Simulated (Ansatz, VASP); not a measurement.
One calculation of MoH6, two programs

```
CELL_PARAMETERS angstrom
4.05812 0.00000 0.00000
0.00000 2.98374 2.31110
0.00000 -2.98374 2.31110
ATOMIC_POSITIONS crystal
H 0.36532 0.74165 0.74165
H 0.63468 0.74165 0.74165
H 0.00000 0.95570 0.95570
H 0.00000 0.04514 0.55068
H 0.00000 0.55068 0.04514
H 0.00000 0.15264 0.15264
Mo 0.00000 0.55543 0.55543
```

Alike in both runs: functional PBE; k mesh 3 × 3 × 3; occupations gaussian, width 0.15 eV; no spin polarisation.

Ansatz relaxed the structure, and its values are those at the end. VASP's run is a single point on that final structure, the one shown.

|  | VASP | Ansatz |
| --- | --- | --- |
| version | VASP 6.6.1 | Ansatz 0.2.0 |
| potentials or method | VASP PAW PBE potentials, release 64 (H, Mo_sv), cutoff 500 eV | scalar-relativistic, plane waves, PAW |
| valence electrons in the cell | 20 | 20 |

Ansatz gave:

- gap on the k mesh at the Fermi level (eV): none
- pressure (GPa): -0.1
- rms of the force components (eV/Å): 0.014

Problem. Which values does VASP return?

Solution. gap on the k mesh at the Fermi level (eV): none; pressure (GPa): -0.3; rms of the force components (eV/Å): 0.018.

A gap of «none» marks a metal or a gap that the smearing closes. With one functional, cell and mesh, what is left measures potentials, basis and numerics.

The k mesh is coarse, so the values compare programs but aren't converged.
